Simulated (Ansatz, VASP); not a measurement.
Two plane-wave programs on MgO

```
CELL_PARAMETERS angstrom
2.54886 0.00000 0.00000
0.00000 2.54886 0.00000
0.00000 0.00000 2.54886
ATOMIC_POSITIONS crystal
Mg 0.00000 0.00000 0.00000
O 0.50000 0.50000 0.50000
```

Alike in both runs: task single point; functional PBE; k mesh 10 × 10 × 10; occupations gaussian, width 0.02 eV; no spin polarisation.

|  | VASP | Ansatz |
| --- | --- | --- |
| version | VASP 6.6.1 | Ansatz 0.2.0 |
| potentials or method | VASP PAW PBE potentials, release 64 (Mg, O), cutoff 520 eV | scalar-relativistic, plane waves, PAW |
| valence electrons in the cell | 8 | 16 |

VASP gave:

```
gap on the k mesh at the Fermi level (eV) : 3.48
least direct gap on the mesh (eV)         : 4.60
pressure (GPa)                            : 22.2
```

**Question.** Which values does Ansatz return?

**Answer.** gap on the k mesh at the Fermi level (eV): 3.49; least direct gap on the mesh (eV): 4.61; pressure (GPa): 23.0.

VASP's potentials hold 8 valence electrons a cell and Ansatz's 16, so a difference there can come from the potentials and not from the codes.
